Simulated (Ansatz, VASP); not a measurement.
# GaP in VASP and in Ansatz

File INCAR:

```
SYSTEM = GaP
ALGO = Normal ; EDIFF = 1E-6
ENCUT = 520 ; GGA = PS
ISIF = 2 ; ISMEAR = 0
LASPH = .True. ; LCHARG = .False.
LREAL = .False. ; LWAVE = .False.
NBANDS = 26 ; NELM = 100
PREC = Accurate ; SIGMA = 0.05
```

KPOINTS

```
k-points
0
Gamma
  9 9 9
  0 0 0
```

File POSCAR:

```
GaP
1.0
    1.9430151755      1.1218003346      6.9452749083
   -1.9430151755      1.1218003346      6.9452749083
    0.0000000000     -2.2436006692      6.9452749083
Ga P
2 2
Direct
    0.4353720000      0.4353720000      0.4353720000
    0.5646280000      0.5646280000      0.5646280000
    0.0573890000      0.0573890000      0.0573890000
    0.9426110000      0.9426110000      0.9426110000
```

Input for Ansatz:

```yaml
crystal:
  lattice:
    - [1.9430151755, 1.1218003346, 6.9452749083]
    - [-1.9430151755, 1.1218003346, 6.9452749083]
    - [0.0, -2.2436006692, 6.9452749083]
  atoms:
    - { symbol: Ga, position: [0.435372, 0.435372, 0.435372] }
    - { symbol: Ga, position: [0.564628, 0.564628, 0.564628] }
    - { symbol: P, position: [0.057389, 0.057389, 0.057389] }
    - { symbol: P, position: [0.942611, 0.942611, 0.942611] }
basis:
  ecutwfc: 420
kpoints:
  mp_grid: { grid: [9, 9, 9] }
hamiltonian:
  xc: pbesol
scf:
  occupations: { method: gaussian, width: 0.05 }
output:
  forces: true
  stress: true
  eigenvalues: true
```

Change from the starting cell: strain +0.000 along x and y, +0.080 along z, atoms carried along.

Alike in both runs: task single point; functional PBEsol; k mesh 9 × 9 × 9; occupations gaussian, width 0.05 eV; no spin polarisation.

|  | VASP | Ansatz |
| --- | --- | --- |
| version | VASP 6.6.1 | Ansatz 0.2.0 |
| potentials or method | VASP PAW PBE potentials, release 64 (Ga_d, P), cutoff 520 eV | scalar-relativistic, plane waves, PAW |
| valence electrons in the cell | 36 | 36 |

|  | VASP | Ansatz | Ansatz less VASP |
| --- | --- | --- | --- |
| gap on the k mesh at the Fermi level (eV) | 0.16 | 0.15 | -0.006 |
| least direct gap on the mesh (eV) | 0.16 | 0.15 | -0.006 |
| pressure (GPa) | -7.0 | -7.0 | +0.02 |
| traceless stress, the component that is largest in VASP (GPa) | -6.94 | -6.92 | +0.012 |
| rms of the force components (eV/Å) | 0.202 | 0.199 | -0.0026 |

VASP's potentials were made for PBE, not for PBEsol. Atom by atom the forces differ by 0.003 eV/Å (rms over components). The functional is the same, so the differences come from potentials, cutoffs and numerics.
